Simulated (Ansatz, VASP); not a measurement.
# One calculation of Li2S3, two programs

```
Li S
1.0
     4.95240    0.00000    0.00000
    -2.47620    4.28890    0.00000
     0.00000    0.00000    3.81107
Li S
2 3
Direct
  0.66667 0.33333 0.86259
  0.33333 0.66667 0.86259
  0.71705 0.00000 0.36077
  0.28295 0.28295 0.36077
  0.00000 0.71705 0.36077
```

Alike in both runs: functional PBE; k mesh 6 × 6 × 4; occupations gaussian, width 0.1 eV; no spin polarisation.

Ansatz relaxed the structure, and its values are those at the end. VASP's run is a single point on that final structure, the one shown.

|  | VASP | Ansatz |
| --- | --- | --- |
| version | VASP 6.6.1 | Ansatz 0.2.0 |
| potentials or method | VASP PAW PBE potentials, release 64 (Li_sv, S), cutoff 520 eV | scalar-relativistic, plane waves, PAW |
| valence electrons in the cell | 24 | 24 |

```csv
,VASP,Ansatz,Ansatz less VASP
gap on the k mesh at the Fermi level (eV),none,none,-
rms of the force components (eV/Å),0.009,0.012,+0.0037
```

A gap of «none» marks a metal or a gap that the smearing closes.

The k mesh is coarse, so the values compare programs but aren't converged. Noted on VASP's run: the cutoff is under 1.25 times that of the potentials, so the pressure is a little rough.
